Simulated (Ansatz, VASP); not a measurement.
# Two plane-wave programs on Si2Ge3

```
Si Ge
1.0
     4.26619    0.00000    0.00000
    -2.13309    3.69463    0.00000
     0.00000    0.00000    5.44047
Si Ge
2 3
Direct
  0.33333 0.66667 0.19911
  0.66667 0.33333 0.80089
  0.33333 0.66667 0.67364
  0.66667 0.33333 0.32636
  0.00000 0.00000 0.00000
```

Change from the starting cell: species swapped into the Si2Rh3 type (P-3m1, No. 164).

Alike in both runs: task single point; functional PBE; k mesh 6 × 6 × 4; occupations gaussian, width 0.1 eV; no spin polarisation.

|  | VASP | Ansatz |
| --- | --- | --- |
| version | VASP 6.6.1 | Ansatz 0.2.0 |
| potentials or method | VASP PAW PBE potentials, release 64 (Si, Ge_d), cutoff 520 eV | scalar-relativistic, plane waves, PAW |
| valence electrons in the cell | 50 | 50 |

|  | VASP | Ansatz | Ansatz less VASP |
| --- | --- | --- | --- |
| gap on the k mesh at the Fermi level (eV) | none | none | - |
| pressure (GPa) | 8.3 | 8.4 | +0.06 |
| traceless stress, the component that is largest in VASP (GPa) | 3.51 | 3.49 | -0.015 |
| rms of the force components (eV/Å) | 0.093 | 0.092 | -0.0011 |

Atom by atom the forces differ by 0.002 eV/Å (rms over components). A gap of «none» marks a metal or a gap that the smearing closes. The functional is the same, so the differences come from potentials, cutoffs and numerics.
